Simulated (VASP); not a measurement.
A run of VASP 6.6.1 is set up as follows.

INCAR

```
PREC = Accurate
ENCUT = 500
EDIFF = 1E-7
ISMEAR = 0
SIGMA = 0.1
LREAL = False
LASPH = True
NELM = 120
ALGO = Normal
ISIF = 3
LWAVE = False
LCHARG = False
GGA = PE
IBRION = 2
NSW = 90
EDIFFG = -0.04
GGA_COMPAT = False
NELMIN = 4
```

The input KPOINTS:

```
regular mesh
0
Gamma
  6 6 6
```

The input POSCAR:

```
AlHg
1.0
    0.0000000000      2.8800455700      2.8800455700
    2.8800455700      0.0000000000      2.8800455700
    2.8800455700      2.8800455700      0.0000000000
Al Hg
1 1
Direct
    0.0000000000      0.0000000000      0.0000000000
    0.7500000000      0.7500000000      0.7500000000
```

Potentials or basis: VASP PAW PBE potentials, release 64 (Al, Hg).

Run with:

```sh
$ cat potpaw_PBE.64/Al/POTCAR potpaw_PBE.64/Hg/POTCAR > POTCAR
$ mpirun -np 1 vasp_std > vasp.out
```

Task: Estimate the band gap on the k mesh.

Result: Zero (an odd number of electrons rules out a gap without spin polarisation).

Task: Estimate the relaxed volume.

Result: 28.82 Å³/atom.

Task: What does it give for the space group after relaxing (to 0.1 Å)?

Result: F-43m (No. 216).

Final structure:
```xyz
2
Lattice="0.0000 3.0660 3.0660 3.0660 0.0000 3.0660 3.0660 3.0660 0.0000" Properties=species:S:1:pos:R:3 pbc="T T T"
Al    0.0000    0.0000    0.0000
Hg    4.5990    4.5990    4.5990
```

Caveat: the volume moved by over 15 % at a fixed basis, so the end points are rough; spin-orbit coupling is left out, which moves the levels of the heavy elements.
